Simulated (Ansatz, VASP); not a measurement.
**Two plane-wave programs on Hf2Si**

Contents of INCAR:

```
SYSTEM = Hf2Si
PREC     = Accurate       ! precision mode
ENCUT    = 500            ! plane-wave cutoff, eV
EDIFF    = 1E-6           ! SCF threshold, eV
ISMEAR   = 0              ! smearing method
SIGMA    = 0.1            ! smearing width, eV
LREAL    = .False.        ! projectors in reciprocal space
LASPH    = .True.         ! aspherical terms in the spheres
NELM     = 120            ! most SCF steps
ALGO     = Normal         ! electronic algorithm
ISIF     = 2              ! what is computed and relaxed
LWAVE    = .False.        ! write WAVECAR
LCHARG   = .True.         ! write CHGCAR
GGA      = PS             ! functional
LELF     = .True.         ! ELF
LVHAR    = .True.       
NBANDS   = 33             ! bands
GGA_COMPAT= .False.
```

KPOINTS

```
regular mesh
0
Gamma
  4 4 4
  0 0 0
```

The input POSCAR:

```
Hf2Si
1.0
   -3.2753522200      3.2753522200      2.5828233900
    3.2753522200     -3.2753522200      2.5828233900
    3.2753522200      3.2753522200     -2.5828233900
Hf Si
4 2
Direct
    0.3435136200      0.1564863800      0.5000000000
    0.8435136200      0.3435136200      0.1870272400
    0.6564863800      0.8435136200      0.5000000000
    0.1564863800      0.6564863800      0.8129727600
    0.2500000000      0.2500000000      0.0000000000
    0.7500000000      0.7500000000      0.0000000000
```

Input for Ansatz:

```yaml
crystal:
  lattice:
    - [-3.27535222, 3.27535222, 2.58282339]
    - [3.27535222, -3.27535222, 2.58282339]
    - [3.27535222, 3.27535222, -2.58282339]
  atoms:
    - { symbol: Hf, position: [0.34351362, 0.15648638, 0.5] }
    - { symbol: Hf, position: [0.84351362, 0.34351362, 0.18702724] }
    - { symbol: Hf, position: [0.65648638, 0.84351362, 0.5] }
    - { symbol: Hf, position: [0.15648638, 0.65648638, 0.81297276] }
    - { symbol: Si, position: [0.25, 0.25, 0.0] }
    - { symbol: Si, position: [0.75, 0.75, 0.0] }
basis:
  ecutwfc: 420
kpoints:
  mp_grid: { grid: [4, 4, 4] }
hamiltonian:
  xc: pbesol
  pseudopotentials: { kind: paw, azcp: { folder: soft_1 } }
scf:
  occupations: { method: gaussian, width: 0.1 }
output:
  forces: true
  stress: true
  eigenvalues: true
```

Alike in both runs: task single point; functional PBEsol; k mesh 4 × 4 × 4; occupations gaussian, width 0.1 eV; no spin polarisation.

|  | VASP | Ansatz |
| --- | --- | --- |
| version | VASP 6.6.1 | Ansatz 0.2.0 |
| potentials or method | VASP PAW PBE potentials, release 64 (Hf_pv, Si), cutoff 500 eV | scalar-relativistic, plane waves, PAW |
| valence electrons in the cell | 48 | 112 |

VASP gave:

| Quantity | Value |
| --- | --- |
| gap on the k mesh at the Fermi level (eV) | none |
| pressure (GPa) | -2.7 |
| traceless stress, the component that is largest in VASP (GPa) | 0.99 |
| rms of the force components (eV/Å) | 0.043 |

**Question.** Estimate Ansatz's values.

**Answer.** gap on the k mesh at the Fermi level (eV): none; pressure (GPa): -2.5; traceless stress, the component that is largest in VASP (GPa): 0.99; rms of the force components (eV/Å): 0.048.

VASP's potentials were made for PBE, not for PBEsol, and Ansatz warns of the same on its side. Atom by atom the forces differ by 0.004 eV/Å (rms over components). A gap of «none» marks a metal or a gap that the smearing closes. VASP's potentials hold 48 valence electrons a cell and Ansatz's 112, so a difference there can come from the potentials and not from the codes.

The k mesh is coarse, so the values compare programs but aren't converged. Neither program's run includes spin-orbit coupling.
